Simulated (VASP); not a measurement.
# InP3 (R-3m) in VASP: a series of runs

The runs below take InP3 through relaxation of shape and atoms at fixed volume, with PBEsol.

Program: VASP 6.6.1. These are calculated values, not measurements. Logs are shortened: lines on timing, memory, paths and dates and some standing lists are left out, and cuts for length are marked.

**1. The cell of the first run**

It takes space group R-3m (No. 166, trigonal). The conventional cell has a = 7.213 Å, b = 7.213 Å, c = 9.186 Å, α = 90.00°, β = 90.00°, γ = 120.00°. Within 3.3 Å of In (site symmetry 3m) lie 6 P at 2.54 to 2.73 Å. Within 3.1 Å of P (site symmetry m) lie 4 P at 2.18 to 3.01 Å and 2 In at 2.54 to 2.73 Å.

**2. Relaxation of shape and atoms at fixed volume, PBEsol (17.25 Å³/atom)**

Input file INCAR:

```
ALGO     = Normal         # electronic algorithm
EDIFF    = 1E-7           # SCF threshold, eV
EDIFFG   = -0.01          # ionic threshold
ENCUT    = 600            # plane-wave cutoff, eV
GGA      = PS             # functional
IBRION   = 2              # ionic algorithm
ISIF     = 4              # what is computed and relaxed
ISMEAR   = 0              # smearing method
LASPH    = True           # aspherical terms in the spheres
LCHARG   = False          # write CHGCAR
LREAL    = False          # projectors in reciprocal space
LWAVE    = False          # write WAVECAR
NELM     = 100            # most SCF steps
NSW      = 50             # ionic steps
PREC     = Accurate       # precision mode
SIGMA    = 0.1            # smearing width, eV
```

Input file KPOINTS:

```
k-points
0
Gamma
  6 6 6
```

Input file POSCAR:

```
InP3
1.0
    3.6065567554      2.0822465136      3.0619836375
   -3.6065567554      2.0822465136      3.0619836375
    0.0000000000     -4.1644930271      3.0619836375
In P
2 6
Direct
    0.2787907308      0.2787907308      0.2787907308
    0.7212092692      0.7212092692      0.7212092692
    0.7894158848      0.2366711094      0.7894158848
    0.7894158848      0.7894158848      0.2366711094
    0.2366711094      0.7894158848      0.7894158848
    0.2105841152      0.7633288906      0.2105841152
    0.7633288906      0.2105841152      0.2105841152
    0.2105841152      0.2105841152      0.7633288906
```

Potentials or basis: VASP PAW PBE potentials, release 64 (In_d, P).

The run is started by

```console
cat potpaw_PBE.64/In_d/POTCAR potpaw_PBE.64/P/POTCAR > POTCAR
mpirun -np 1 vasp_std > vasp.out
```

OUTCAR:

```text
EDIFF = 1E-7
   EDIFFG = -0.01
   ENCUT = 600
   GGA = PS
   IBRION = 2
   ISIF = 4
   ISMEAR = 0
   LASPH = True
   LREAL = False
   NELM = 100
   NSW = 50
   PREC = Accurate

 ion  position               nearest neighbor table
   1  0.279  0.279  0.279-   8 2.54   7 2.54   6 2.54   8 2.73   6 2.73   7 2.73
   2  0.721  0.721  0.721-   4 2.54   3 2.54   5 2.54   4 2.73   5 2.73   3 2.73
   3  0.789  0.237  0.789-   7 2.18   8 2.18   2 2.54   2 2.73
   4  0.789  0.789  0.237-   6 2.18   7 2.18   2 2.54   2 2.73
   5  0.237  0.789  0.789-   6 2.18   8 2.18   2 2.54   2 2.73
   6  0.211  0.763  0.211-   5 2.18   4 2.18   1 2.54   1 2.73
   7  0.763  0.211  0.211-   3 2.18   4 2.18   1 2.54   1 2.73
   8  0.211  0.211  0.763-   3 2.18   5 2.18   1 2.54   1 2.73

  LATTYP: Found a trigonal (rhomboedric) cell.
 ALAT       =     5.1690178922
 COS(alpha) =     0.0263576259

  Lattice vectors:

 A1 = (   3.6065567554,   2.0822465136,   3.0619836375)
 A2 = (  -3.6065567554,   2.0822465136,   3.0619836375)
 A3 = (   0.0000000000,  -4.1644930271,   3.0619836375)

Analysis of symmetry for initial positions (statically):
=====================================================================
 Subroutine PRICEL returns:
 Original cell was already a primitive cell.

 Routine SETGRP: Setting up the symmetry group for a
 trigonal (rhombohedral) supercell.

 Subroutine GETGRP returns: Found 12 space group operations
 (whereof 12 operations were pure point group operations)
 out of a pool of 12 trial point group operations.

The static configuration has the point symmetry D_3d.

Analysis of symmetry for dynamics (positions and initial velocities):
=====================================================================
 Subroutine PRICEL returns:
 Original cell was already a primitive cell.

 Routine SETGRP: Setting up the symmetry group for a
 trigonal (rhombohedral) supercell.

 Subroutine GETGRP returns: Found 12 space group operations
 (whereof 12 operations were pure point group operations)
 out of a pool of 12 trial point group operations.

The dynamic configuration has the point symmetry D_3d.

 Subroutine INISYM returns: Found 12 space group operations
 (whereof 12 operations are pure point group operations),
 and found     1 'primitive' translations

----------------------------------------------------------------------------------------

                                     Primitive cell

  volume of cell :     137.9682

  direct lattice vectors                    reciprocal lattice vectors
     3.606556755  2.082246514  3.061983638     0.138636388  0.080041756  0.108861892
    -3.606556755  2.082246514  3.061983638    -0.138636388  0.080041756  0.108861892
     0.000000000 -4.164493027  3.061983638     0.000000000 -0.160083511  0.108861892

  length of vectors
     5.169017892  5.169017892  5.169017892     0.193591431  0.193591431  0.193591431

  position of ions in fractional coordinates (direct lattice)
     0.278790731  0.278790731  0.278790731
     0.721209269  0.721209269  0.721209269
     0.789415885  0.236671109  0.789415885
     0.789415885  0.789415885  0.236671109
     0.236671109  0.789415885  0.789415885
     0.210584115  0.763328891  0.210584115
     0.763328891  0.210584115  0.210584115
     0.210584115  0.210584115  0.763328891

  ion indices of the primitive-cell ions
   primitive index   ion index
                 1           1
                 2           2
                 3           3
                 4           4
                 5           5
                 6           6
                 7           7
                 8           8

----------------------------------------------------------------------------------------

 KPOINTS: k-points

Automatic generation of k-mesh.
 Grid dimensions read from file:
 generate k-points for:    6    6    6

 Generating k-lattice:

  Cartesian coordinates                     Fractional coordinates (reciprocal lattice)
     0.023106065  0.013340293  0.018143649     0.166666667  0.000000000  0.000000000
    -0.023106065  0.013340293  0.018143649     0.000000000  0.166666667  0.000000000
     0.000000000 -0.026680585  0.018143649     0.000000000  0.000000000  0.166666667

  Length of vectors
     0.032265239  0.032265239  0.032265239

  Shift w.r.t. Gamma in fractional coordinates (k-lattice)
     0.000000000  0.000000000  0.000000000

 Subroutine IBZKPT returns following result:
 ===========================================

 Found     32 irreducible k-points:

 Following reciprocal coordinates:
            Coordinates               Weight
  0.000000  0.000000  0.000000      1.000000
  0.166667  0.000000  0.000000      6.000000
  0.333333  0.000000 -0.000000      6.000000
  0.500000  0.000000  0.000000      3.000000
  0.166667  0.166667  0.000000      6.000000
  0.333333  0.166667  0.000000     12.000000
[... 16 lines left out ...]
  0.500000  0.500000  0.166667      6.000000
 -0.333333  0.500000  0.166667     12.000000
 [... further k-points ...]
   k-points           NKPTS =     32   k-points in BZ     NKDIM =     32   number of bands    NBANDS=     33
   number of dos      NEDOS =    301   number of ions     NIONS =      8
   total plane-waves  NPLWV =  74088
   dimension x,y,z NGX =    42 NGY =   42 NGZ =   42
   dimension x,y,z NGXF=    84 NGYF=   84 NGZF=   84
   ions per type =               2   6
   NGX,Y,Z   is equivalent  to a cutoff of  13.51, 13.51, 13.51 a.u.
   NGXF,Y,Z  is equivalent  to a cutoff of  27.02, 27.02, 27.02 a.u.
 SYSTEM =  unknown system
   PREC   = accura    normal or accurate (medium, high low for compatibility)
   ISTART =      0    job   : 0-new  1-cont  2-samecut
   ICHARG =      2    charge: 1-file 2-atom 10-const
   ISPIN  =      1    spin polarized calculation?
   LNONCOLLINEAR =      F non collinear calculations
   LSORBIT =      F    spin-orbit coupling
   LASPH  =      T    aspherical Exc in radial PAW
   ENCUT  =  600.0 eV  44.10 Ry    6.64 a.u.  10.32 10.32 10.32*2*pi/ulx,y,z
   NELM   =    100;   NELMIN=  2; NELMDL= -5     # of ELM steps
   EDIFF  = 0.1E-06   stopping-criterion for ELM
   LREAL  =      F    real-space projection
   EDIFFG = -.1E-01   stopping-criterion for IOM
   NSW    =     50    number of steps for IOM
   IBRION =      2    ionic relax: 0-MD 1-quasi-New 2-CG
   NFREE  =      1    steps in history (QN), initial steepest desc. (CG)
   ISIF   =      4    stress and relaxation
   ISYM   =      2    0-nonsym 1-usesym 2-fastsym
   POTIM  = 0.5000    time-step for ionic-motion
   TEBEG  =    0.0;   TEEND  =   0.0 temperature during run
   PSTRESS=    0.0 pullay stress
   NELECT =      56.0000    total number of electrons
   NUPDOWN=      -1.0000    fix difference up-down
   EMIN   =  10.00;   EMAX   =-10.00  energy-range for DOS
   EFERMI =   0.00;   METHOD = LEGACY
   ISMEAR =     0;   SIGMA  =   0.10  broadening in eV -4-tet -1-fermi 0-gaus
   EFERMI_NEDOS =   21; number of points for ismear=-14 and -15
   IALGO  =     38    algorithm
   IMIX   =      4    mixing-type and parameters
     AMIX     =   0.40;   BMIX     =  1.00
     AMIX_MAG =   1.60;   BMIX_MAG =  1.00
  volume/ion in A,a.u.               =      17.25       116.38
  Fermi-wavevector in a.u.,A,eV,Ry     =   1.212117  2.290569 19.990051  1.469227
  Thomas-Fermi vector in A             =   2.347611
   LORBIT       =      0    0 simple, 1 ext, 2 COOP (PROOUT), +10 PAW based schemes
   GGA     = PS    functional components
   LHFCALC =     F    Hartree Fock is set to
   AEXX    =    0.0000 exact exchange contribution
   IVDW    =     0    specifies the selected vdW correction
   LEPSILON=     F    determine dielectric tensor
   LRPA    =     F    only Hartree local field effects (RPA)
 conjugate gradient relaxation of ions
 non-spin polarized calculation
 Gauss-broadening in eV      SIGMA  =   0.10
  energy-cutoff  :      600.00
  volume of cell :      137.97
 maximum number of plane-waves:      4623
 NGX is ok and might be reduce to    42
   NGX = 21   NGY = 21   NGZ = 21

--------------------------------------- Ionic step        1  -------------------------------------------

 number of electron      56.0000007 magnetization

 Free energy of the ion-electron system (eV)
  ---------------------------------------------------
  ext. energy  EPLUGINS =         0.00000000
  ---------------------------------------------------
  free energy    TOTEN  =       -40.80406240 eV

  energy without entropy =      -40.79820348  energy(sigma->0) =      -40.80113294

------------------------ aborting loop because EDIFF is reached ----------------------------------------

  FORCE on cell =-STRESS in cart. coord.  units (eV):
  Direction    XX          YY          ZZ          XY          YZ          ZX
  --------------------------------------------------------------------------------------
  -------------------------------------------------------------------------------------
  Total        9.7553711      9.7553711      9.0370383      0.0000000      0.0000000      0.0000000
  in kB      113.2857661    113.2857661    104.9440147      0.0000000      0.0000000      0.0000000
  external PRESSURE =     110.5051823 kB  Pullay stress =       0.0000000 kB
[... 107 lines left out ...]
  FREE ENERGIE OF THE ION-ELECTRON SYSTEM (eV)
  ---------------------------------------------------
  free  energy   TOTEN  =       -40.8148987581 eV

  energy  without entropy=      -40.8093395293  energy(sigma->0) =      -40.81211914

[... ionic steps 4 to 7 ...]

--------------------------------------- Ionic step        8  -------------------------------------------

 number of electron      56.0000002 magnetization

------------------------ aborting loop because EDIFF is reached ----------------------------------------
[... 79 lines left out ...]
--------------------------------------- Ionic step       10  -------------------------------------------

 number of electron      56.0000002 magnetization

 Free energy of the ion-electron system (eV)
  ---------------------------------------------------
  ext. energy  EPLUGINS =         0.00000000
  ---------------------------------------------------
  free energy    TOTEN  =       -40.81700892 eV

  energy without entropy =      -40.81061485  energy(sigma->0) =      -40.81381188

 E-fermi :   8.5421     XC(G=0): -11.0125

 val. band max:        8.5348578951   @ k =   0.5000   0.5000   0.0000
 cond. band min:       8.5449981579   @ k =   0.0000   0.0000   0.0000
 fundamental gap:      0.0101402628
 Fermi energy:         8.5420906401

 k-point     1 :       0.0000    0.0000    0.0000
  band No.  band energies     occupation
      1      -6.5812      2.00000
      2      -6.2795      2.00000
      3      -6.2795      2.00000
      4      -6.0395      2.00000
      5      -6.0395      2.00000
      6      -5.9204      2.00000
[... 853 lines left out ...]
     32      11.2490      0.00000
     33      12.0057      0.00000

 [... further k-points ...]

------------------------ aborting loop because EDIFF is reached ----------------------------------------

  FORCE on cell =-STRESS in cart. coord.  units (eV):
  Direction    XX          YY          ZZ          XY          YZ          ZX
  --------------------------------------------------------------------------------------
  -------------------------------------------------------------------------------------
  Total        8.6436489      8.6436489      8.6960758      0.0000000      0.0000000      0.0000000
  in kB      100.3757186    100.3757186    100.9845344      0.0000000      0.0000000      0.0000000
  external PRESSURE =     100.5786572 kB  Pullay stress =       0.0000000 kB
[... 23 lines left out ...]
  FREE ENERGIE OF THE ION-ELECTRON SYSTEM (eV)
  ---------------------------------------------------
  free  energy   TOTEN  =       -40.8170089165 eV

  energy  without entropy=      -40.8106148484  energy(sigma->0) =      -40.81381188

 reached required accuracy - stopping structural energy minimisation
```

Run time: 28 min. Hardware: 1 thread of AMD EPYC 7R43 (Zen 3), shared host; peak memory 0.3 GiB.

Results:

| Item | Value |
| --- | --- |
| Free energy | -40.8170 eV |
| Energy gained by relaxing | 1.6 meV/atom |
| Ionic steps | 10 |
| Pressure after relaxing | 10.1 GPa |
| Largest force after relaxing | 0.005 eV/Å |
| Band gap on the k mesh | zero (bands 28 and 29 overlap by 0.33 eV) |

Forces in eV/Å, atoms in the order of the input:
```
In   0.000  0.000 -0.005
In   0.000  0.000  0.005
P    0.002 -0.001 -0.003
P    0.000  0.002 -0.003
P   -0.002 -0.001 -0.003
P   -0.002  0.001  0.003
P    0.002  0.001  0.003
P    0.000 -0.002  0.003
```

The path:
```csv
step,energy change (eV),largest force (eV/Å),pressure (GPa),volume (Å³)
1,0.0000,0.2559,11.05,137.97
2,-0.0108,0.0304,10.25,137.97
3,-0.0108,0.0345,10.22,137.97
4,-0.0114,0.0328,10.19,137.97
5,-0.0117,0.0625,10.16,137.97
6,-0.0121,0.0447,10.14,137.97
7,-0.0125,0.0362,10.09,137.97
8,-0.0128,0.0260,10.08,137.97
9,-0.0129,0.0116,10.06,137.97
10,-0.0129,0.0052,10.06,137.97
```

Final structure:
```
In P
1.0
     3.62397    2.09230    3.03262
    -3.62397    2.09230    3.03262
     0.00000   -4.18460    3.03262
In P
2 6
Direct
  0.28163 0.28163 0.28163
  0.71837 0.71837 0.71837
  0.78782 0.23468 0.78782
  0.78782 0.78782 0.23468
  0.23468 0.78782 0.78782
  0.21218 0.76532 0.21218
  0.76532 0.21218 0.21218
  0.21218 0.21218 0.76532
```

Caveat: semilocal functionals underestimate gaps, and a narrow one can read as zero; the PAW data sets were made with another functional, which shifts forces and pressure a little; spin-orbit coupling is left out, which moves the levels of the heavy elements.

**3. Relaxation of shape and atoms at fixed volume, PBEsol (17.83 Å³/atom)**

This run uses another cell than the first one, of 17.83 Å³/atom.

Input file INCAR:

```
SYSTEM = InP3
PREC = Accurate
ENCUT = 600
EDIFF = 1E-6
ISMEAR = 0
SIGMA = 0.1
LREAL = .False.
LASPH = .True.
NELM = 100
ALGO = Normal
ISIF = 4
LWAVE = .False.
LCHARG = .False.
GGA = PS
IBRION = 2
NSW = 50
EDIFFG = -0.01
```

Input file KPOINTS:

```
regular mesh
0
Gamma
  6 6 6
  0 0 0
```

Input file POSCAR:

```
InP3
1.0
    3.6306790605      2.0961735329      3.1244343711
   -3.6306790605      2.0961735329      3.1244343711
    0.0000000000     -4.1923470658      3.1244343711
In P
2 6
Direct
    0.2768024594      0.2768024594      0.2768024594
    0.7231975406      0.7231975406      0.7231975406
    0.7912467790      0.2385012605      0.7912467790
    0.7912467790      0.7912467790      0.2385012605
    0.2385012605      0.7912467790      0.7912467790
    0.2087532210      0.7614987395      0.2087532210
    0.7614987395      0.2087532210      0.2087532210
    0.2087532210      0.2087532210      0.7614987395
```

Potentials or basis: VASP PAW PBE potentials, release 64 (In_d, P).

The run is started by

```console
cat potpaw_PBE.64/In_d/POTCAR potpaw_PBE.64/P/POTCAR > POTCAR
mpirun -np 1 vasp_std > vasp.out
```

It took 27 min on 1 thread of AMD EPYC 7R43 (Zen 3), shared host; peak memory 0.31 GiB.

Results (log left out):

- Free energy: -41.0646 eV
- Energy gained by relaxing: 1.6 meV/atom
- Ionic steps: 8
- Pressure after relaxing: 6.9 GPa
- Largest force after relaxing: 0.007 eV/Å
- Band gap on the k mesh: zero (bands 28 and 29 overlap by 0.35 eV)

Forces on the atoms (eV/Å):
```
In   0.000  0.000  0.006
In   0.000  0.000 -0.006
P    0.005 -0.003 -0.004
P    0.000  0.005 -0.004
P   -0.005 -0.003 -0.004
P   -0.005  0.003  0.004
P    0.005  0.003  0.004
P    0.000 -0.005  0.004
```

The path:
```
step  energy change (eV)  largest force (eV/Å)  pressure (GPa)  volume (Å³)
   1              0.0000                0.2502            7.83       142.67
   2             -0.0107                0.0314            7.06       142.67
   3             -0.0107                0.0365            7.00       142.67
   4             -0.0114                0.0243            6.97       142.67
   5             -0.0117                0.0501            6.94       142.67
   6             -0.0120                0.0389            6.93       142.67
   7             -0.0124                0.0230            6.89       142.67
   8             -0.0126                0.0069            6.88       142.67
```

Final structure:
```
CELL_PARAMETERS angstrom
3.64555 2.10476 3.09899
-3.64555 2.10476 3.09899
0.00000 -4.20952 3.09899
ATOMIC_POSITIONS crystal
In 0.27842 0.27842 0.27842
In 0.72158 0.72158 0.72158
P 0.78960 0.23704 0.78960
P 0.78960 0.78960 0.23704
P 0.23704 0.78960 0.78960
P 0.21040 0.76296 0.21040
P 0.76296 0.21040 0.21040
P 0.21040 0.21040 0.76296
```

Levels at points of the mesh, in eV from the Fermi level:
```csv
k point,band 26,band 27,band 28,band 29,band 30,band 31
"(0.00, 0.00, 0.00)",-2.12,-0.82,-0.82,-0.07,0.46,1.63
"(0.50, 0.00, 0.00)",-1.88,-1.35,-1.01,-0.05,2.34,2.60
"(0.50, 0.50, 0.00)",-0.85,-0.70,0.02,1.08,1.28,2.06
"(0.50, 0.50, 0.50)",0.06,0.15,0.15,1.52,1.59,1.69
```

Caveat: semilocal functionals underestimate gaps, and a narrow one can read as zero; the PAW data sets were made with another functional, which shifts forces and pressure a little; spin-orbit coupling is left out, which moves the levels of the heavy elements.

The gap in the log of VASP goes by the Fermi energy; the results here count the filled bands.